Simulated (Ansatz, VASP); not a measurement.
Two plane-wave programs on PbS

```
CELL_PARAMETERS angstrom
0.00000 3.02315 3.02315
3.02315 0.00000 3.02315
3.02315 3.02315 0.00000
ATOMIC_POSITIONS crystal
Pb 0.00000 0.00000 0.00000
S 0.50000 0.50000 0.50000
```

Change from the starting cell: volume scaled by 1.06, PAW files.

Alike in both runs: task electric field gradients; functional PBE; k mesh 8 × 8 × 8; occupations fermi-dirac, width 0.01 eV; no spin polarisation.

|  | VASP | Ansatz |
| --- | --- | --- |
| version | VASP 6.6.1 | Ansatz 0.2.0 |
| potentials or method | VASP PAW PBE potentials, release 64 (Pb_d, S) | PAW with Ansatz's default frozen-core files, scalar-relativistic |
| plane-wave cutoff (eV) | 520 | 420 |
| valence electrons in the cell | 20 | 20 |

|  | VASP | Ansatz | Ansatz less VASP |
| --- | --- | --- | --- |
| gap on the k mesh at the Fermi level (eV) | 0.56 | 0.55 | -0.006 |
| pressure (GPa) | -1.0 | -0.9 | +0.07 |

The functional is the same, so the differences come from potentials, cutoffs and numerics.

Spin-orbit coupling is off throughout.
